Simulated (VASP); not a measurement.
# Fe: single point with PBE

Fe:

```xyz
1
Lattice="-1.5715 1.4158 1.4488 1.5715 -1.4158 1.4488 1.5715 1.4158 -1.4488" Properties=species:S:1:pos:R:3 pbc="T T T"
Fe    0.0000    0.0000    0.0000
```

This cell differs from its parent crystal: normal strain along x +0.1100, normal strain along z +0.0233.

* Program: VASP 6.6.1
* Task: single point
* Functional: PBE
* Potentials or basis: VASP PAW PBE potentials, release 64 (Fe)
* Cutoff: 520 eV
* k mesh: 10 × 10 × 10
* Occupations: gaussian, width 0.15 eV
* Spin: collinear spin, ferromagnetic start
* Starting moments: [2.44] μB

```
Pressure                                              : -14.1 GPa
Net moment                                            : 2.54 μB per cell
Site moments                                          : Fe +2.56 μB
Valence electrons inside the program's atomic spheres : Fe 7.04
```

Stress tensor (GPa, compression positive):
```
-16.66   0.00   0.00
  0.00 -11.99   0.00
  0.00   0.00 -13.61
```

Levels at points of the mesh, in eV from the Fermi level:
Spin up:
```tsv
k point	band 1	band 2	band 3	band 4	band 5	band 6	band 7	band 8	band 9	band 10
(0.00, 0.00, 0.00)	-7.78	-2.37	-2.27	-1.99	-1.43	-1.05	22.60	23.86	24.54	27.46
(0.50, 0.00, 0.00)	-4.43	-3.42	-0.96	-0.83	0.03	0.99	6.82	15.98	16.60	20.42
(0.00, 0.50, 0.00)	-4.39	-2.87	-1.51	-1.01	-0.11	0.23	5.79	18.25	19.53	22.57
(0.50, 0.50, 0.00)	-4.40	-3.00	-1.47	-0.87	-0.09	0.41	6.03	17.72	18.84	22.06
(0.50, 0.50, 0.50)	-4.34	-4.17	-0.39	-0.22	-0.16	6.94	9.71	10.58	13.04	15.23
```
Spin down:
```tsv
k point	band 1	band 2	band 3	band 4	band 5	band 6
(0.00, 0.00, 0.00)	-7.62	-0.15	0.02	0.49	1.40	2.04
(0.50, 0.00, 0.00)	-2.86	-1.45	1.08	2.02	2.14	2.64
(0.00, 0.50, 0.00)	-2.98	-0.68	0.28	1.27	2.00	2.59
(0.50, 0.50, 0.00)	-2.94	-0.86	0.46	1.39	2.09	2.58
(0.50, 0.50, 0.50)	-2.34	-2.17	2.35	2.39	2.40	7.20
```

Run time: 35 s on 1 thread of Intel(R) Xeon(R) Platinum 8488C (Sapphire Rapids), on a shared host, peak memory 0.16 GiB.

Caveat: the cell differs from its parent crystal (normal strain along x +0.1100, normal strain along z +0.0233).
